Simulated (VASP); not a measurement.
Input of a VASP 6.6.1 run:

The input INCAR:

```
ALGO = Fast ; EDIFF = 1E-6
ENCUT = 520 ; GGA = CA
ISIF = 2 ; ISMEAR = 0
LASPH = True ; LCHARG = False
LREAL = False ; LWAVE = False
NBANDS = 14 ; NELM = 80
PREC = Accurate ; SIGMA = 0.15
```

KPOINTS

```
k-points
0
Gamma
  15 15 8
```

File POSCAR:

```
Na
1.0
    3.6209798977      0.0000000000      0.0000000000
   -1.8104899489      3.1358605780      0.0000000000
    0.0000000000      0.0000000000      5.8981745703
Na
2
Direct
    0.2689032601      0.6666666667      0.2500000000
    0.7310967399      0.3333333333      0.7500000000
```

Potentials or basis: VASP PAW LDA potentials, release 64 (Na_pv).

The run is started by

```console
$ cat potpaw_LDA.64/Na_pv/POTCAR > POTCAR
$ mpirun -np 1 vasp_std > vasp.out
```

(1) Estimate the pressure.

(2) Predict the largest force.

(3) Estimate the band gap on the k mesh.

Results:

(1) 0.0 GPa.

(2) 0.066 eV/Å.

(3) zero (bands 7 and 8 overlap by 4.60 eV).

Caveat: the cell differs from its parent crystal (atoms displaced along a vibrational mode).
